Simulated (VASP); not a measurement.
Os, 1 atom in the cell. It takes space group I4/mmm (No. 139, tetragonal). The conventional cell has a = 2.751 Å, b = 2.751 Å, c = 4.094 Å, α = 90.00°, β = 90.00°, γ = 90.00°. Os (site symmetry 4/mmm) has 12 Os at 2.75 to 2.82 Å within 3.6 Å.  This cell differs from its parent crystal: strain +0.0525 x Voigt [1, 0, 0, 0, 0, 0].

| Property | Result |
| --- | --- |
| Program | VASP 6.6.1 |
| Task | single point |
| Functional | r2SCAN |
| Potentials or basis | VASP PAW PBE potentials, release 64 (Os) |
| Cutoff | 520 eV |
| k mesh | 20 × 20 × 20 |
| Occupations | gaussian, width 0.15 eV |
| Spin | no spin polarisation |
| Dipole correction | no |
| Further INCAR settings | ALGO = Normal; EDIFF = 1e-06; NBANDS = 10 |

Potentials or basis: VASP PAW PBE potentials, release 64 (Os).

The run is started by

```bash
$ cat potpaw_PBE.64/Os/POTCAR > POTCAR
$ cp INCAR.step1 INCAR
$ mpirun -np 1 vasp_std > vasp.out
$ cp INCAR.step2 INCAR
$ mpirun -np 1 vasp_std > vasp.out
```

Hardware: 1 thread of Intel(R) Xeon(R) 6975P-C (Granite Rapids) (shared host).

Estimate the wall time of this run.

Wall time 2.1 min on 1 thread of Intel(R) Xeon(R) 6975P-C (Granite Rapids), with other jobs on the host, peak memory 0.23 GiB. Counts: k points 641.
